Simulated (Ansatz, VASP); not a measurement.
## Two plane-wave programs on BeCd2Se3

```xyz
6
Lattice="3.7049 0.0000 0.0000 0.0000 3.7049 0.0000 0.0000 0.0000 11.9298" Properties=species:S:1:pos:R:3 pbc="T T T"
Be    0.0000    0.0000    0.0000
Cd    1.8525    0.0000    4.8948
Cd    0.0000    1.8525    7.0350
Se    1.8525    0.0000    7.7601
Se    0.0000    1.8525    4.1697
Se    1.8525    1.8525    0.0000
```

Change from the starting cell: species swapped into the Ti2CuSb3 type (P-4m2, No. 115).

Alike in both runs: functional PBE; k mesh 10 × 10 × 4; occupations gaussian, width 0.1 eV; no spin polarisation.

Ansatz relaxed the structure, and its values are those at the end. VASP's run is a single point on that final structure, the one shown.

```csv
,VASP,Ansatz
version,VASP 6.6.1,Ansatz 0.2.0
potentials or method,"VASP PAW PBE potentials, release 64 (Be, Cd, Se), cutoff 520 eV","scalar-relativistic, plane waves, PAW"
valence electrons in the cell,44,90
```

```tsv
	VASP	Ansatz	Ansatz less VASP
gap on the k mesh at the Fermi level (eV)	none	none	-
pressure (GPa)	0.3	0.0	-0.27
rms of the force components (eV/Å)	0.016	0.001	-0.0145
```

A gap of «none» marks a metal or a gap that the smearing closes. The functional is the same, so the differences come from potentials, cutoffs and numerics. VASP's potentials hold 44 valence electrons a cell and Ansatz's 90, so a difference there can come from the potentials and not from the codes.
